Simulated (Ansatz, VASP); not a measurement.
**ZnSe in VASP and in Ansatz**

```xyz
2
Lattice="0.0000 2.6063 3.0596 2.6063 0.0000 3.0596 2.6063 2.6063 0.0000" Properties=species:S:1:pos:R:3 pbc="T T T"
Zn    0.0000    0.0000    0.0000
Se    3.9095    3.9095    4.5894
```

Change from the starting cell: strain -0.080 along x and y, +0.080 along z, atoms carried along.

Alike in both runs: task single point; functional r2SCAN; k mesh 8 × 8 × 8; occupations gaussian, width 0.05 eV; no spin polarisation.

|  | VASP | Ansatz |
| --- | --- | --- |
| version | VASP 6.6.1 | Ansatz 0.2.0 |
| potentials or method | VASP PAW PBE potentials, release 64 (Zn, Se), cutoff 520 eV | scalar-relativistic, plane waves, PAW |
| valence electrons in the cell | 18 | 28 |

|  | VASP | Ansatz | Ansatz less VASP |
| --- | --- | --- | --- |
| gap on the k mesh at the Fermi level (eV) | 1.85 | 1.84 | -0.009 |
| least direct gap on the mesh (eV) | 1.85 | 1.84 | -0.009 |
| pressure (GPa) | 6.6 | 6.5 | -0.14 |
| traceless stress, the component that is largest in VASP (GPa) | -5.31 | -5.33 | -0.023 |

VASP's potentials were made for PBE, not for r2SCAN. VASP's potentials hold 18 valence electrons a cell and Ansatz's 28, so a difference there can come from the potentials and not from the codes.
